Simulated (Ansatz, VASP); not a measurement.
**Two plane-wave programs on GaP**

```xyz
2
Lattice="0.0000 2.7229 2.7229 2.7229 0.0000 2.7229 2.7229 2.7229 0.0000" Properties=species:S:1:pos:R:3 pbc="T T T"
Ga    0.0000    0.0000    0.0000
P     4.0844    4.0844    4.0844
```

Alike in both runs: functional PBE; dispersion D3(BJ); k mesh 8 × 8 × 8; occupations gaussian, width 0.02 eV; no spin polarisation.

Ansatz relaxed the structure, and its values are those at the end. VASP's run is a single point on that final structure, the one shown.

|  | VASP | Ansatz |
| --- | --- | --- |
| version | VASP 6.6.1 | Ansatz 0.2.0 |
| potentials or method | VASP PAW PBE potentials, release 64 (Ga_d, P), cutoff 520 eV | scalar-relativistic, plane waves, PAW |
| valence electrons in the cell | 18 | 18 |

Ansatz gave:

* gap on the k mesh at the Fermi level (eV): 1.64
* least direct gap on the mesh (eV): 1.85
* pressure (GPa): 0.0

Task: Which values does VASP return?

Result: gap on the k mesh at the Fermi level (eV): 1.64; least direct gap on the mesh (eV): 1.85; pressure (GPa): -0.1.
